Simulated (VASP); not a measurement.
# Hf2V (I4/mcm) in VASP: single point with PBE

Aim: the single point of Hf2V with PBE.

Program: VASP 6.6.1. These are calculated values, not measurements. Logs are shortened: lines on timing, memory, paths and dates and some standing lists are left out, and cuts for length are marked.

### 1 The cell of the first run

Symmetry: I4/mcm, No. 140, tetragonal system. The conventional cell has a = 6.447 Å, b = 6.447 Å, c = 5.287 Å, α = 90.00°, β = 90.00°, γ = 90.00°. Within 3.5 Å of V (site symmetry 422) lie 2 V at 2.64 Å and 8 Hf at 2.75 Å. Within 3.6 Å of Hf (site symmetry m2m) lie 4 V at 2.75 Å and 11 Hf at 2.97 to 3.41 Å.

### 2 Single point, PBE

POSCAR reads:

```
Hf2V
1.0
   -3.2236300000      3.2236300000      2.6433260000
    3.2236300000     -3.2236300000      2.6433260000
    3.2236300000      3.2236300000     -2.6433260000
V Hf
2 4
Direct
    0.2500000000      0.2500000000      0.0000000000
    0.7500000000      0.7500000000      0.0000000000
    0.6630000000      0.1630000000      0.8260000000
    0.1630000000      0.3370000000      0.5000000000
    0.3370000000      0.8370000000      0.1740000000
    0.8370000000      0.6630000000      0.5000000000
```

INCAR.step1 reads:

```
PREC     = Accurate       # precision mode
ENCUT    = 400            # plane-wave cutoff, eV
EDIFF    = 1E-6           # SCF threshold, eV
ISMEAR   = -1             # smearing method
SIGMA    = 0.1            # smearing width, eV
LREAL    = F              # projectors in reciprocal space
LASPH    = T              # aspherical terms in the spheres
NELM     = 120            # most SCF steps
ALGO     = Normal         # electronic algorithm
ISIF     = 2              # what is computed and relaxed
LWAVE    = F              # write WAVECAR
LCHARG   = T              # write CHGCAR
LMAXMIX  = 4              # l up to which the mixer works
GGA      = PE             # functional
NBANDS   = 42             # bands
GGA_COMPAT= F            
NEDOS    = 2001           # points of the DOS
LORBIT   = 11             # projections on sites
```

KPOINTS.step1 reads:

```
regular mesh
0
Gamma
  8 8 8
```

INCAR.step2 reads:

```
PREC     = Accurate       # precision mode
ENCUT    = 400            # plane-wave cutoff, eV
EDIFF    = 1E-6           # SCF threshold, eV
ISMEAR   = -5             # smearing method
SIGMA    = 0.1            # smearing width, eV
LREAL    = F              # projectors in reciprocal space
LASPH    = T              # aspherical terms in the spheres
NELM     = 120            # most SCF steps
ALGO     = Normal         # electronic algorithm
ISIF     = 2              # what is computed and relaxed
LWAVE    = F              # write WAVECAR
LCHARG   = F              # write CHGCAR
LMAXMIX  = 4              # l up to which the mixer works
GGA      = PE             # functional
LORBIT   = 10             # projections on sites
NEDOS    = 1001           # points of the DOS
ICHARG   = 11             # starting density
GGA_COMPAT= F
```

KPOINTS.step2 reads:

```
regular mesh
0
Gamma
  12 12 12
```

Potentials or basis: VASP PAW PBE potentials, release 64 (V_sv, Hf_pv).

On the command line:

```sh
> cat potpaw_PBE.64/V_sv/POTCAR potpaw_PBE.64/Hf_pv/POTCAR > POTCAR
> cp INCAR.step1 INCAR
> cp KPOINTS.step1 KPOINTS
> mpirun -np 1 vasp_std > vasp.out
> cp INCAR.step2 INCAR
> cp KPOINTS.step2 KPOINTS
> mpirun -np 1 vasp_std > vasp.out
```

OUTCAR:

```text
PREC = Accurate
   ENCUT = 400
   EDIFF = 1E-6
   ISMEAR = -5
   LREAL = F
   LASPH = T
   NELM = 120
   ISIF = 2
   GGA = PE
   LORBIT = 10
   ICHARG = 11

 ion  position               nearest neighbor table
   1  0.250  0.250  0.000-   2 2.64   2 2.64   5 2.75   3 2.75   5 2.75   4 2.75   3 2.75   4 2.75
                             6 2.75   6 2.75
   2  0.750  0.750  0.000-   1 2.64   1 2.64   5 2.75   3 2.75   6 2.75   6 2.75   3 2.75   5 2.75
                             4 2.75   4 2.75
   3  0.663  0.163  0.826-   1 2.75   2 2.75   1 2.75   2 2.75   5 2.97   5 3.08   5 3.08   4 3.38
                             6 3.38   6 3.38   4 3.38   4 3.41   6 3.41   6 3.41   4 3.41
   4  0.163  0.337  0.500-   1 2.75   1 2.75   2 2.75   2 2.75   6 2.97   6 3.08   6 3.08   3 3.38
                             5 3.38   3 3.38   5 3.38   3 3.41   5 3.41   5 3.41   3 3.41
   5  0.337  0.837  0.174-   1 2.75   2 2.75   1 2.75   2 2.75   3 2.97   3 3.08   3 3.08   6 3.38
                             4 3.38   6 3.38   4 3.38   6 3.41   4 3.41   6 3.41   4 3.41
   6  0.837  0.663  0.500-   2 2.75   2 2.75   1 2.75   1 2.75   4 2.97   4 3.08   4 3.08   3 3.38
                             5 3.38   3 3.38   5 3.38   3 3.41   5 3.41   3 3.41   5 3.41

  LATTYP: Found a body centered tetragonal cell.
 ALAT       =     6.4472600000
 C/A-ratio  =     0.8199843034

  Lattice vectors:

 A1 = (  -3.2236300000,   3.2236300000,   2.6433260000)
 A2 = (   3.2236300000,  -3.2236300000,   2.6433260000)
 A3 = (   3.2236300000,   3.2236300000,  -2.6433260000)

Analysis of symmetry for initial positions (statically):
=====================================================================
 Subroutine PRICEL returns:
 Original cell was already a primitive cell.

 Routine SETGRP: Setting up the symmetry group for a
 body centered tetragonal supercell.

 Subroutine GETGRP returns: Found 16 space group operations
 (whereof  8 operations were pure point group operations)
 out of a pool of 16 trial point group operations.

The static configuration has the point symmetry C_4h.
 The point group associated with its full space group is D_4h.

Analysis of symmetry for dynamics (positions and initial velocities):
=====================================================================
 Subroutine PRICEL returns:
 Original cell was already a primitive cell.

 Routine SETGRP: Setting up the symmetry group for a
 body centered tetragonal supercell.

 Subroutine GETGRP returns: Found 16 space group operations
 (whereof  8 operations were pure point group operations)
 out of a pool of 16 trial point group operations.
[... 126 lines left out ...]
   EFERMI =   0.00;   METHOD = LEGACY
   ISMEAR =    -5;   SIGMA  =   0.10  broadening in eV -4-tet -1-fermi 0-gaus
   EFERMI_NEDOS =   21; number of points for ismear=-14 and -15
   IALGO  =     38    algorithm
   IMIX   =      4    mixing-type and parameters
     AMIX     =   0.40;   BMIX     =  1.00
     AMIX_MAG =   1.60;   BMIX_MAG =  1.00
  volume/ion in A,a.u.               =      18.31       123.58
  Fermi-wavevector in a.u.,A,eV,Ry     =   1.381303  2.610285 25.959907  1.907999
  Thomas-Fermi vector in A             =   2.506100
   LORBIT       =     10    0 simple, 1 ext, 2 COOP (PROOUT), +10 PAW based schemes
   GGA     = PE    functional components
   LHFCALC =     F    Hartree Fock is set to
   AEXX    =    0.0000 exact exchange contribution
   IVDW    =     0    specifies the selected vdW correction
   LEPSILON=     F    determine dielectric tensor
   LRPA    =     F    only Hartree local field effects (RPA)
 non-spin polarized calculation
 Fermi weights with tetrahedron method with Bloechl corrections
  energy-cutoff  :      400.00
  volume of cell :      109.88
 maximum number of plane-waves:      2025

 number of electron      65.9999987 magnetization

 Free energy of the ion-electron system (eV)
  ---------------------------------------------------
  ext. energy  EPLUGINS =         0.00000000
  ---------------------------------------------------
  free energy    TOTEN  =       -56.23830601 eV

  energy without entropy =      -56.23830601  energy(sigma->0) =      -56.23830601

 E-fermi :   6.2833     XC(G=0): -11.9223

 val. band max:        6.3113519978   @ k =   0.1667   0.0833   0.0833
 cond. band min:       6.2062816957   @ k =   0.0000   0.0000   0.0000
 fundamental gap:     -0.1050703021
 Fermi energy:         6.2833393517

 k-point     1 :       0.0000    0.0000    0.0000
  band No.  band energies     occupation
      1     -57.2072      2.00000
      2     -57.1372      2.00000
      3     -31.3099      2.00000
      4     -31.1758      2.00000
      5     -31.1758      2.00000
      6     -31.1007      2.00000
[... 997 lines left out ...]
     38       7.5523      0.00000
     39       7.8043      0.00000

 [... further k-points ...]

------------------------ aborting loop because EDIFF is reached ----------------------------------------

  FORCE on cell =-STRESS in cart. coord.  units (eV):
  Direction    XX          YY          ZZ          XY          YZ          ZX
  --------------------------------------------------------------------------------------
  -------------------------------------------------------------------------------------
  Total        7.0150779      7.0150779      6.1589324      0.0000000     -0.0000000     -0.0000000
  in kB      102.2920739    102.2920739     89.8079789      0.0000000     -0.0000000     -0.0000000
  external PRESSURE =      98.1307089 kB  Pullay stress =       0.0000000 kB

 VOLUME and BASIS-vectors are now :
 -----------------------------------------------------------------------------
  energy-cutoff  :      400.00
  volume of cell :      109.88
      direct lattice vectors                 reciprocal lattice vectors
    -3.223630000  3.223630000  2.643326000     0.000000000  0.155104649  0.189155632
     3.223630000 -3.223630000  2.643326000     0.155104649  0.000000000  0.189155632
     3.223630000  3.223630000 -2.643326000     0.155104649  0.155104649  0.000000000

 POSITION                                       TOTAL-FORCE (eV/Angst)
 -----------------------------------------------------------------------------------
      0.00000      0.00000      1.32166         0.000000     -0.000000     -0.000000
      0.00000      0.00000      3.96499         0.000000     -0.000000     -0.000000
      1.05090      4.27453     -0.00000         0.110922      0.110922     -0.000000
      2.17273      1.05090      0.00000        -0.110922      0.110922     -0.000000
      2.17273     -1.05090      2.64333        -0.110922     -0.110922      0.000000
      1.05090      2.17273      2.64333         0.110922     -0.110922      0.000000
 -----------------------------------------------------------------------------------
    total drift:                                0.000000      0.000000      0.000000

  FREE ENERGIE OF THE ION-ELECTRON SYSTEM (eV)
  ---------------------------------------------------
  free  energy   TOTEN  =       -56.2383060094 eV

  energy  without entropy=      -56.2383060094  energy(sigma->0) =      -56.23830601

 total charge

# of ion       s       p       d       tot
------------------------------------------
    1        2.393   6.185   3.223  11.802
    2        2.393   6.185   3.223  11.802
    3        0.406   6.416   1.654   8.476
    4        0.406   6.416   1.654   8.476
    5        0.406   6.416   1.654   8.476
    6        0.406   6.416   1.654   8.476
--------------------------------------------------
tot          6.411  38.036  13.061  57.508
```

Wall time 9.7 min (1 thread of Intel Xeon 6975P-C (Granite Rapids), shared host); peak memory 0.47 GiB.

Results:

```yaml
Valence_electrons_inside_the_program's_atomic_spheres: V 11.80; Hf 8.48
```

Levels at points of the mesh, in eV from the Fermi level:
```csv
k point,band 29,band 30,band 31,band 32,band 33,band 34,band 35,band 36,band 37,band 38
"(0.00, 0.00, 0.00)",-0.58,-0.36,-0.28,-0.08,0.26,0.26,0.94,0.94,1.33,1.38
"(0.50, 0.00, 0.00)",-1.15,-1.15,-0.54,-0.54,-0.13,-0.13,0.34,0.34,1.22,1.22
"(0.50, 0.50, 0.00)",-0.63,-0.59,-0.51,-0.42,-0.39,-0.09,0.66,0.93,1.09,1.43
"(0.50, 0.50, 0.50)",-1.07,-1.00,-0.75,-0.46,-0.41,-0.41,-0.30,-0.11,0.66,2.14
```

Caveat: spin-orbit coupling is left out, which moves the levels of the heavy elements; tetrahedron occupations give inexact forces and stress in metals.
